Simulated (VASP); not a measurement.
# C in VASP: further runs

C is run at these levels: PBE; tasks: single point.

Program: VASP 6.6.1. These are calculated values, not measurements. Logs are shortened: lines on timing, memory, paths and dates and some standing lists are left out, and cuts for length are marked.

### 1 The cell of the first run

Symmetry: C222_1, No. 20, orthorhombic system. The conventional cell has a = 2.518 Å, b = 4.361 Å, c = 8.305 Å, α = 90.00°, β = 90.00°, γ = 90.00°. C (site symmetry 1) has 4 C at 1.54 to 1.55 Å within 2.1 Å. C (site symmetry 1) has 4 C at 1.54 to 1.57 Å within 2.1 Å.

### 2 Single point, PBE (atoms displaced along a vibrational mode)

Contents of INCAR:

```
SYSTEM = C
PREC = Accurate
ENCUT = 520
EDIFF = 1E-7
ISMEAR = 0
SIGMA = 0.05
LREAL = .False.
LASPH = .True.
NELM = 100
ALGO = Normal
ISIF = 2
LWAVE = .False.
LCHARG = .False.
GGA = PE
NBANDS = 26
```

Contents of KPOINTS:

```
regular mesh
0
Gamma
  12 12 4
  0 0 0
```

Contents of POSCAR:

```
C
1.0
    2.5180642186      0.0000000000      0.0000000000
   -1.2590321093      2.1807075817      0.0000000000
    0.0000000000      0.0000000000      8.3046919353
C
8
Direct
   -0.0092134267      0.0000000000      0.0929732494
    0.0092134267      0.0000000000      0.5929732494
    0.0092134267      0.0000000000      0.4070267506
   -0.0092134267      0.0000000000      0.9070267506
    0.3257887364      0.6666666667      0.1555299995
    0.6742112636      0.3333333333      0.6555299995
    0.3408779302      0.6666666667      0.3444700005
    0.6591220698      0.3333333333      0.8444700005
```

Potentials or basis: VASP PAW PBE potentials, release 64 (C).

On the command line:

```bash
> cat potpaw_PBE.64/C/POTCAR > POTCAR
> mpirun -np 1 vasp_std > vasp.out
```

OUTCAR:

```text
SYSTEM = C
   PREC = Accurate
   ENCUT = 520
   EDIFF = 1E-7
   ISMEAR = 0
   LREAL = .False.
   LASPH = .True.
   NELM = 100
   ISIF = 2
   GGA = PE

 ion  position               nearest neighbor table
   1  0.991  0.000  0.093-   5 1.54   5 1.54   4 1.54   5 1.55
   2  0.009  0.000  0.593-   6 1.54   6 1.54   3 1.54   6 1.55
   3  0.009  0.000  0.407-   7 1.54   7 1.54   2 1.54   7 1.55
   4  0.991  0.000  0.907-   8 1.54   8 1.54   1 1.54   8 1.55
   5  0.326  0.667  0.156-   1 1.54   1 1.54   1 1.55   7 1.57
   6  0.674  0.333  0.656-   2 1.54   2 1.54   2 1.55   8 1.57
   7  0.341  0.667  0.344-   3 1.54   3 1.54   3 1.55   5 1.57
   8  0.659  0.333  0.844-   4 1.54   4 1.54   4 1.55   6 1.57

  LATTYP: Found a hexagonal cell.
 ALAT       =     2.5180642186
 C/A-ratio  =     3.2980461237

  Lattice vectors:

 A1 = (   2.5180642186,   0.0000000000,   0.0000000000)
 A2 = (  -1.2590321093,   2.1807075817,   0.0000000000)
 A3 = (   0.0000000000,   0.0000000000,   8.3046919353)

Analysis of symmetry for initial positions (statically):
=====================================================================
 Subroutine PRICEL returns:
 Original cell was already a primitive cell.

 Routine SETGRP: Setting up the symmetry group for a
 hexagonal supercell.

 Subroutine GETGRP returns: Found  4 space group operations
 (whereof  2 operations were pure point group operations)
 out of a pool of 24 trial point group operations.

The static configuration has the point symmetry C_2 .
 The point group associated with its full space group is D_2 .

Analysis of symmetry for dynamics (positions and initial velocities):
=====================================================================
 Subroutine PRICEL returns:
 Original cell was already a primitive cell.

 Routine SETGRP: Setting up the symmetry group for a
 hexagonal supercell.

 Subroutine GETGRP returns: Found  4 space group operations
 (whereof  2 operations were pure point group operations)
 out of a pool of 24 trial point group operations.

The dynamic configuration has the point symmetry C_2 .
 The point group associated with its full space group is D_2 .

 Subroutine INISYM returns: Found  4 space group operations
 (whereof  2 operations are pure point group operations),
 and found     1 'primitive' translations

----------------------------------------------------------------------------------------

                                     Primitive cell

  volume of cell :      45.6024

  direct lattice vectors                    reciprocal lattice vectors
     2.518064219  0.000000000  0.000000000     0.397130459  0.229283378  0.000000000
    -1.259032109  2.180707582  0.000000000     0.000000000  0.458566755  0.000000000
     0.000000000  0.000000000  8.304691935     0.000000000  0.000000000  0.120413859

  length of vectors
     2.518064219  2.518064219  8.304691935     0.458566755  0.458566755  0.120413859

  position of ions in fractional coordinates (direct lattice)
     0.990786573  0.000000000  0.092973249
     0.009213427  0.000000000  0.592973249
     0.009213427  0.000000000  0.407026751
     0.990786573  0.000000000  0.907026751
     0.325788736  0.666666667  0.155529999
     0.674211264  0.333333333  0.655529999
     0.340877930  0.666666667  0.344470001
     0.659122070  0.333333333  0.844470001

  ion indices of the primitive-cell ions
   primitive index   ion index
                 1           1
                 2           2
                 3           3
                 4           4
                 5           5
                 6           6
                 7           7
                 8           8

----------------------------------------------------------------------------------------

 KPOINTS: regular mesh

Automatic generation of k-mesh.
 Grid dimensions read from file:
 generate k-points for:   12   12    4

 Generating k-lattice:

  Cartesian coordinates                     Fractional coordinates (reciprocal lattice)
     0.033094205  0.019106948  0.000000000     0.083333333  0.000000000  0.000000000
     0.000000000  0.038213896  0.000000000     0.000000000  0.083333333  0.000000000
     0.000000000  0.000000000  0.030103465     0.000000000  0.000000000  0.250000000

  Length of vectors
     0.038213896  0.038213896  0.030103465

  Shift w.r.t. Gamma in fractional coordinates (k-lattice)
     0.000000000  0.000000000  0.000000000

 Subroutine IBZKPT returns following result:
 ===========================================

 Found    129 irreducible k-points:

 Following reciprocal coordinates:
            Coordinates               Weight
  0.000000  0.000000  0.000000      1.000000
  0.083333 -0.000000  0.000000      4.000000
  0.000000  0.083333  0.000000      2.000000
  0.166667 -0.000000  0.000000      4.000000
  0.000000  0.166667  0.000000      2.000000
  0.250000 -0.000000  0.000000      4.000000
[... 16 lines left out ...]
 -0.083333  0.416667  0.000000      4.000000
 -0.416667  0.333333  0.000000      4.000000
 [... further k-points ...]
   k-points           NKPTS =    129   k-points in BZ     NKDIM =    129   number of bands    NBANDS=     26
   number of dos      NEDOS =    301   number of ions     NIONS =      8
   total plane-waves  NPLWV =  25600
   dimension x,y,z NGX =    20 NGY =   20 NGZ =   64
   dimension x,y,z NGXF=    40 NGYF=   40 NGZF=  128
   ions per type =               8
   NGX,Y,Z   is equivalent  to a cutoff of  13.20, 13.20, 12.81 a.u.
   NGXF,Y,Z  is equivalent  to a cutoff of  26.41, 26.41, 25.62 a.u.
 SYSTEM =  C
   PREC   = accura    normal or accurate (medium, high low for compatibility)
   ISTART =      0    job   : 0-new  1-cont  2-samecut
   ICHARG =      2    charge: 1-file 2-atom 10-const
   ISPIN  =      1    spin polarized calculation?
   LNONCOLLINEAR =      F non collinear calculations
   LSORBIT =      F    spin-orbit coupling
   LASPH  =      T    aspherical Exc in radial PAW
   ENCUT  =  520.0 eV  38.22 Ry    6.18 a.u.   4.68  4.68 15.44*2*pi/ulx,y,z
   NELM   =    100;   NELMIN=  2; NELMDL= -5     # of ELM steps
   EDIFF  = 0.1E-06   stopping-criterion for ELM
   LREAL  =      F    real-space projection
   EDIFFG = 0.1E-05   stopping-criterion for IOM
   NSW    =      0    number of steps for IOM
   IBRION =     -1    ionic relax: 0-MD 1-quasi-New 2-CG
   NFREE  =      0    steps in history (QN), initial steepest desc. (CG)
   ISIF   =      2    stress and relaxation
   ISYM   =      2    0-nonsym 1-usesym 2-fastsym
   POTIM  = 0.5000    time-step for ionic-motion
   TEBEG  =    0.0;   TEEND  =   0.0 temperature during run
   PSTRESS=    0.0 pullay stress
   NELECT =      32.0000    total number of electrons
   NUPDOWN=      -1.0000    fix difference up-down
   EMIN   =  10.00;   EMAX   =-10.00  energy-range for DOS
   EFERMI =   0.00;   METHOD = LEGACY
   ISMEAR =     0;   SIGMA  =   0.05  broadening in eV -4-tet -1-fermi 0-gaus
   EFERMI_NEDOS =   21; number of points for ismear=-14 and -15
   IALGO  =     38    algorithm
   IMIX   =      4    mixing-type and parameters
     AMIX     =   0.40;   BMIX     =  1.00
     AMIX_MAG =   1.60;   BMIX_MAG =  1.00
  volume/ion in A,a.u.               =       5.70        38.47
  Fermi-wavevector in a.u.,A,eV,Ry     =   1.454774  2.749124 28.794932  2.116368
  Thomas-Fermi vector in A             =   2.571886
   LORBIT       =      0    0 simple, 1 ext, 2 COOP (PROOUT), +10 PAW based schemes
   GGA     = PE    functional components
   LHFCALC =     F    Hartree Fock is set to
   AEXX    =    0.0000 exact exchange contribution
   IVDW    =     0    specifies the selected vdW correction
   LEPSILON=     F    determine dielectric tensor
   LRPA    =     F    only Hartree local field effects (RPA)
 non-spin polarized calculation
 Gauss-broadening in eV      SIGMA  =   0.05
  energy-cutoff  :      520.00
  volume of cell :       45.60
 maximum number of plane-waves:      1243
   NGX =  9   NGY =  9   NGZ = 31

 number of electron      31.9999997 magnetization

 Free energy of the ion-electron system (eV)
  ---------------------------------------------------
  ext. energy  EPLUGINS =         0.00000000
  ---------------------------------------------------
  free energy    TOTEN  =       -72.65788521 eV

  energy without entropy =      -72.65788521  energy(sigma->0) =      -72.65788521

 E-fermi :  10.0751     XC(G=0): -13.2242

 val. band max:        9.7860280440   @ k =   0.0000   0.0000   0.0000
 cond. band min:      14.3197612702   @ k =   0.4167  -0.0000   0.0000
 fundamental gap:      4.5337332262
 Fermi energy:        10.0750820335

 k-point     1 :       0.0000    0.0000    0.0000
  band No.  band energies     occupation
      1     -11.7664      2.00000
      2     -10.1293      2.00000
      3     -10.0255      2.00000
      4      -6.1234      2.00000
      5      -3.6688      2.00000
      6       2.9648      2.00000
[... 18 lines left out ...]
     25      17.9853      0.00000
     26      18.2031      0.00000

 k-point     2 :       0.0833   -0.0000    0.0000
  band No.  band energies     occupation
      1     -11.5951      2.00000
      2      -9.9605      2.00000
      3      -9.8576      2.00000
      4      -5.9705      2.00000
      5      -3.5110      2.00000
      6       3.0495      2.00000
[... 18 lines left out ...]
     25      18.4476      0.00000
     26      18.7881      0.00000

 k-point     3 :       0.0000    0.0833    0.0000
  band No.  band energies     occupation
      1     -11.5951      2.00000
      2      -9.9605      2.00000
      3      -9.8576      2.00000
      4      -5.9704      2.00000
      5      -3.5110      2.00000
      6       3.0495      2.00000
[... 572 lines left out ...]
 k-point    23 :      -0.0833    0.4167    0.0000
  band No.  band energies     occupation
      1      -8.2614      2.00000
      2      -6.6913      2.00000
      3      -6.6353      2.00000
      4      -3.0573      2.00000
      5      -2.3687      2.00000
      6      -1.0285      2.00000
[... 18 lines left out ...]
     25      20.9425      0.00000
     26      21.5720      0.00000

 k-point    24 :      -0.4167    0.3333    0.0000
  band No.  band energies     occupation
      1      -8.2614      2.00000
      2      -6.6917      2.00000
      3      -6.6348      2.00000
      4      -3.0578      2.00000
      5      -2.3683      2.00000
      6      -1.0299      2.00000
[... 18 lines left out ...]
     25      20.9334      0.00000
     26      21.5635      0.00000

 [... further k-points ...]

------------------------ aborting loop because EDIFF is reached ----------------------------------------

  FORCE on cell =-STRESS in cart. coord.  units (eV):
  Direction    XX          YY          ZZ          XY          YZ          ZX
  --------------------------------------------------------------------------------------
  -------------------------------------------------------------------------------------
  Total        0.1755744      0.1953580      0.1771070      0.0000000      0.0000000      0.0000000
  in kB        6.1685645      6.8636325      6.2224097      0.0000000      0.0000000      0.0000000
  external PRESSURE =       6.4182022 kB  Pullay stress =       0.0000000 kB

 VOLUME and BASIS-vectors are now :
 -----------------------------------------------------------------------------
  energy-cutoff  :      520.00
  volume of cell :       45.60
      direct lattice vectors                 reciprocal lattice vectors
     2.518064219  0.000000000  0.000000000     0.397130459  0.229283378  0.000000000
    -1.259032109  2.180707582  0.000000000     0.000000000  0.458566755  0.000000000
     0.000000000  0.000000000  8.304691935     0.000000000  0.000000000  0.120413859

 POSITION                                       TOTAL-FORCE (eV/Angst)
 -----------------------------------------------------------------------------------
      2.49486      0.00000      0.77211         0.156744      0.001644     -0.001389
      0.02320      0.00000      4.92446        -0.156744     -0.001644     -0.001389
      0.02320      0.00000      3.38023        -0.156744      0.001644      0.001389
      2.49486      0.00000      7.53258         0.156744     -0.001644      0.001389
     -0.01900      1.45381      1.29163         0.125822     -0.002248      0.005372
      1.27803      0.72690      5.44397        -0.125822      0.002248      0.005372
      0.01900      1.45381      2.86072        -0.125822     -0.002248     -0.005372
      1.24003      0.72690      7.01306         0.125822      0.002248     -0.005372
 -----------------------------------------------------------------------------------
    total drift:                               -0.000000     -0.000000     -0.000000

  FREE ENERGIE OF THE ION-ELECTRON SYSTEM (eV)
  ---------------------------------------------------
  free  energy   TOTEN  =       -72.6578852145 eV

  energy  without entropy=      -72.6578852145  energy(sigma->0) =      -72.65788521
```

It took 2 min on 1 thread of Intel Xeon 6975P-C (Granite Rapids), shared host; peak memory 0.23 GiB.

Results:

```
Free energy            : -72.6579 eV
Pressure               : 0.6 GPa
Largest force          : 0.157 eV/Å
Band gap on the k mesh : 4.53 eV (least direct gap 5.30 eV)
```

Forces on the atoms (eV/Å):
```
C    0.157  0.002 -0.001
C   -0.157 -0.002 -0.001
C   -0.157  0.002  0.001
C    0.157 -0.002  0.001
C    0.126 -0.002  0.005
C   -0.126  0.002  0.005
C   -0.126 -0.002 -0.005
C    0.126  0.002 -0.005
```

Caveat: the cell differs from its parent crystal (atoms displaced along a vibrational mode). A k mesh can miss the band edges.

### 3 Single point, PBE (atoms displaced along a vibrational mode)

Contents of INCAR:

```
  ALGO = Normal
  EDIFF = 1E-6
  ENCUT = 520
  GGA = PE
  ISIF = 2
  ISMEAR = 0
  LASPH = T
  LCHARG = F
  LREAL = F
  LWAVE = F
  NBANDS = 26
  NELM = 60
  PREC = Accurate
  SIGMA = 0.05
```

Contents of KPOINTS:

```
k-points
0
Gamma
  12 12 4
```

Contents of POSCAR:

```
C
1.0
    2.5180642186      0.0000000000      0.0000000000
   -1.2590321093      2.1807075817      0.0000000000
    0.0000000000      0.0000000000      8.3046919353
C
8
Direct
   -0.0053193744     -0.0106387487      0.0929732494
    0.0053193744      0.0106387487      0.5929732494
    0.0053193744      0.0106387487      0.4070267506
   -0.0053193744     -0.0106387487      0.9070267506
    0.3289774583      0.6579549166      0.1555299995
    0.6710225417      0.3420450834      0.6555299995
    0.3376892084      0.6753784168      0.3444700005
    0.6623107916      0.3246215832      0.8444700005
```

Potentials or basis: VASP PAW PBE potentials, release 64 (C).

On the command line:

```bash
> cat potpaw_PBE.64/C/POTCAR > POTCAR
> mpirun -np 1 vasp_std > vasp.out
```

It took 1.8 min on 1 thread of Intel Xeon 6975P-C (Granite Rapids), shared host; peak memory 0.22 GiB.

The run converged. Its results:

| Property | Result |
| --- | --- |
| Free energy | -72.6579 eV |
| Pressure | 0.6 GPa |
| Largest force | 0.158 eV/Å |
| Band gap on the k mesh | 4.53 eV (least direct gap 5.30 eV) |

Forces on the atoms (eV/Å):
```
C    0.000  0.155 -0.002
C    0.000 -0.155 -0.002
C    0.000 -0.158  0.002
C    0.000  0.158  0.002
C    0.000  0.128  0.005
C    0.000 -0.128  0.005
C    0.000 -0.124 -0.005
C    0.000  0.124 -0.005
```

Levels at points of the mesh, in eV from the valence-band top:
```
           k point  band 12  band 13  band 14  band 15  band 16  band 17  band 18  band 19  band 20  band 21
(0.00, 0.00, 0.00)    -1.70    -1.70    -0.21     0.00     0.00     5.30     5.30     5.46     7.10     7.10
(0.50, 0.00, 0.00)    -5.00    -4.90    -4.65    -3.65    -2.95     4.60     5.56     5.98     6.02     6.63
(0.00, 0.50, 0.00)    -5.00    -4.90    -4.64    -3.65    -2.95     4.60     5.54     5.98     6.04     6.62
(0.00, 0.00, 0.50)    -2.60    -0.65    -0.65    -0.64    -0.64     6.06     6.06     6.06     6.06     6.68
(0.50, 0.00, 0.50)    -5.97    -4.70    -4.70    -3.64    -3.64     4.94     4.94     6.97     6.97     7.55
(0.00, 0.50, 0.50)    -5.97    -4.70    -4.70    -3.64    -3.64     4.94     4.94     6.95     6.95     7.57
```

Caveat: the cell differs from its parent crystal (atoms displaced along a vibrational mode).

### 4 Single point, PBE (atoms displaced along a vibrational mode)

Contents of INCAR:

```
PREC = Accurate
ENCUT = 520
EDIFF = 1E-6
ISMEAR = 0
SIGMA = 0.05
LREAL = F
LASPH = T
NELM = 60
ALGO = Normal
ISIF = 2
LWAVE = F
LCHARG = F
GGA = PE
NBANDS = 26
```

Contents of KPOINTS:

```
Automatic mesh
0
Gamma
  12 12 4
```

Contents of POSCAR:

```
C
1.0
    2.5180642186      0.0000000000      0.0000000000
   -1.2590321093      2.1807075817      0.0000000000
    0.0000000000      0.0000000000      8.3046919353
C
8
Direct
   -0.0184268533      0.0000000000      0.0929732494
    0.0184268533      0.0000000000      0.5929732494
    0.0184268533      0.0000000000      0.4070267506
   -0.0184268533      0.0000000000      0.9070267506
    0.3182441395      0.6666666667      0.1555299995
    0.6817558605      0.3333333333      0.6555299995
    0.3484225271      0.6666666667      0.3444700005
    0.6515774729      0.3333333333      0.8444700005
```

On the command line:

```bash
> cat potpaw_PBE.64/C/POTCAR > POTCAR
> mpirun -np 1 vasp_std > vasp.out
```

Wall time 1.8 min (1 thread of Intel Xeon 6975P-C (Granite Rapids), shared host); peak memory 0.22 GiB.

It converged, with:

| Property | Result |
| --- | --- |
| Free energy | -72.6217 eV |
| Pressure | 0.7 GPa |
| Largest force | 0.314 eV/Å |
| Band gap on the k mesh | 4.54 eV (least direct gap 5.30 eV) |

Forces on the atoms (eV/Å):
```
C    0.314  0.007 -0.001
C   -0.314 -0.007 -0.001
C   -0.314  0.007  0.001
C    0.314 -0.007  0.001
C    0.251 -0.009  0.009
C   -0.251  0.009  0.009
C   -0.251 -0.009 -0.009
C    0.251  0.009 -0.009
```

Stress tensor (GPa, compression positive):
```
0.49 0.00 0.00
0.00 0.77 0.00
0.00 0.00 0.70
```

Levels at points of the mesh, in eV from the valence-band top:
| k point | band 14 | band 15 | band 16 | band 17 | band 18 | band 19 |
| --- | --- | --- | --- | --- | --- | --- |
| (0.00, 0.00, 0.00) | -0.19 | -0.01 | 0.00 | 5.30 | 5.30 | 5.46 |
| (0.50, 0.00, 0.00) | -4.63 | -3.64 | -2.95 | 4.61 | 5.50 | 5.98 |
| (0.00, 0.50, 0.00) | -4.65 | -3.63 | -2.96 | 4.62 | 5.58 | 6.00 |
| (0.00, 0.00, 0.50) | -0.65 | -0.64 | -0.64 | 6.06 | 6.06 | 6.06 |
| (0.50, 0.00, 0.50) | -4.69 | -3.64 | -3.64 | 4.94 | 4.94 | 6.90 |
| (0.00, 0.50, 0.50) | -4.70 | -3.64 | -3.64 | 4.96 | 4.96 | 6.98 |

Caveat: the cell differs from its parent crystal (atoms displaced along a vibrational mode).

### 5 Summary

| cell | gap on the mesh (eV) | pressure (GPa) | largest force (eV/Å) |
| --- | --- | --- | --- |
| as given, atomic positions A | 4.53 | 0.6 | 0.16 |
| as given, atomic positions B | 4.53 | 0.6 | 0.16 |
| as given, atomic positions C | 4.54 | 0.7 | 0.31 |

Alike in all rows: task single point; level PBE; potentials or basis VASP PAW PBE potentials, release 64 (C); no spin polarisation; k mesh 12 × 12 × 4; cutoff (eV) 520; smearing gaussian 0.05 eV.

Total energies depend on the potentials used, so only differences within one code and one set of settings carry meaning.
